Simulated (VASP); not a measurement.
A run of VASP 6.6.1:

Contents of INCAR:

```
PREC     = Accurate       # precision mode
ENCUT    = 520            # plane-wave cutoff, eV
EDIFF    = 1E-6           # SCF threshold, eV
ISMEAR   = -1             # smearing method
SIGMA    = 0.08           # smearing width, eV
LREAL    = F              # projectors in reciprocal space
LASPH    = T              # aspherical terms in the spheres
NELM     = 60             # most SCF steps
ALGO     = Normal         # electronic algorithm
ISIF     = 2              # what is computed and relaxed
LWAVE    = F              # write WAVECAR
LCHARG   = F              # write CHGCAR
GGA      = PE             # functional
NBANDS   = 30             # bands
```

File KPOINTS:

```
Automatic mesh
0
Gamma
  14 14 4
```

The input POSCAR:

```
Ag
1.0
    2.8861989086      0.0000000000      0.0000000000
   -1.4430994543      2.4995215753      0.0000000000
    0.0000000000      0.0000000000     10.0000000000
Ag
4
Direct
    0.3333333333      0.6666666667      0.2500000000
    0.6666666667      0.3333333333      0.7500000000
    0.0000000000      0.0000000000      0.0000000000
    0.0000000000      0.0000000000      0.5000000000
```

Potentials or basis: VASP PAW PBE potentials, release 64 (Ag).

The run is started by

```console
$ cat potpaw_PBE.64/Ag/POTCAR > POTCAR
$ mpirun -np 1 vasp_std > vasp.out
```

Hardware: 1 thread of Intel(R) Xeon(R) Platinum 8488C (Sapphire Rapids), on a shared host.

Question: Estimate the wall time of this run.

Answer: Run time: 96 s on 1 thread of Intel(R) Xeon(R) Platinum 8488C (Sapphire Rapids), with other jobs on the host, peak memory 0.27 GiB. Counts: scf iterations 12, k points 72.
